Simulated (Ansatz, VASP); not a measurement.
## One calculation of C, two programs

```
C
1.0
     2.45617    0.00000    0.00000
    -1.22809    2.12711    0.00000
     0.00000    0.00000    8.52380
C
2
Direct
  0.33333 0.66667 0.00000
  0.66667 0.33333 0.00587
```

Alike in both runs: task single point; functional LDA; k mesh 14 × 14 × 3; occupations fermi-dirac, width 0.1 eV; no spin polarisation.

|  | VASP | Ansatz |
| --- | --- | --- |
| version | VASP 6.6.1 | Ansatz 0.2.0 |
| potentials or method | VASP PAW LDA potentials, release 64 (C) | plane waves, PAW |
| plane-wave cutoff (eV) | 600 | 420 |
| valence electrons in the cell | 8 | 8 |

```tsv
	VASP	Ansatz	Ansatz less VASP
rms of the force components (eV/Å)	0.513	0.515	+0.0028
```

LDA's correlation is that of Perdew and Zunger in VASP and of Perdew and Wang (1992) in Ansatz. Atom by atom the forces differ by 0.003 eV/Å (rms over components).
